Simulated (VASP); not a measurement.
Be3Te2S:

```
CELL_PARAMETERS angstrom
3.90989 -0.00836 -5.50314
-3.80838 0.04236 -5.43097
1.91696 5.70447 -2.76968
ATOMIC_POSITIONS crystal
Be 0.76482 0.61379 0.71285
Be 0.26506 0.10075 0.70132
Be 0.46568 0.62355 0.28672
Be 0.96610 0.10567 0.28828
Be 0.14054 0.65568 0.99518
Be 0.64200 0.13549 0.00524
Te 0.83562 0.50166 0.33271
Te 0.34028 0.99602 0.33207
Te 0.15833 0.50125 0.68217
Te 0.67125 0.00792 0.66913
S 0.50169 0.50653 0.99331
S 0.99863 0.00170 0.00102
```

```yaml
Program: VASP 6.6.1
Task: relaxation of cell and atoms
Functional: PBE
Potentials_or_basis: VASP PAW PBE potentials, release 64 (Be, Te, S)
Cutoff: 600 eV
k_mesh: 4 × 2 × 4
Occupations: gaussian, width 0.1 eV
Spin: no spin polarisation
```

At the start: pressure -0.5 GPa; volume 20.07 Å³/atom.

Question: Where does the relaxation end?

Answer: Over 12 steps the energy falls by 25.5 meV/atom and the volume is 19.75 Å³/atom (-1.6 %); space group P1 (No. 1, to 0.1 Å) before, Imm2 (No. 44, to 0.1 Å).

The path:
| step | energy change (eV) | largest force (eV/Å) | pressure (GPa) | volume (Å³) |
| --- | --- | --- | --- | --- |
| 1 | 0.0000 | 1.0604 | -0.54 | 240.85 |
| 2 | -0.2284 | 0.4448 | -0.31 | 238.48 |
| 3 | -0.2530 | 0.3801 | -0.06 | 237.40 |
| 4 | -0.2912 | 0.1853 | 0.08 | 236.76 |
| 5 | -0.2975 | 0.1798 | 0.19 | 236.36 |
| 6 | -0.3030 | 0.1061 | -0.07 | 237.23 |
| 7 | -0.3038 | 0.0665 | -0.20 | 237.72 |
| 8 | -0.3055 | 0.0468 | 0.03 | 236.87 |
| 9 | -0.3055 | 0.0484 | 0.08 | 236.71 |
| 10 | -0.3062 | 0.0268 | 0.02 | 236.91 |
| 11 | -0.3063 | 0.0270 | -0.02 | 237.03 |
| 12 | -0.3065 | 0.0126 | 0.00 | 236.97 |

Final structure:
```
Be Te S
1.0
     3.83260   -0.00022   -5.39069
    -3.82707    0.00090   -5.38602
     1.91604    5.74150   -2.69566
Be Te S
6 4 2
Cartesian
  1.9226 4.0248 -9.3129
  1.9205 4.0219 -3.9214
  0.0041 1.7199 -6.6160
  3.8327 1.7175 -6.6194
  -1.9168 0.0006 -4.2680
  3.8270 5.7402 -6.9647
  1.9189 1.8852 -8.0908
  1.9155 1.8818 -2.7004
  0.0064 3.8597 -5.3936
  3.8342 3.8572 -5.3960
  0.0025 0.0014 -5.3895
  5.7469 5.7408 -8.0859
```

Caveat: the k points lie up to 0.50 Å⁻¹ apart in the final cell.
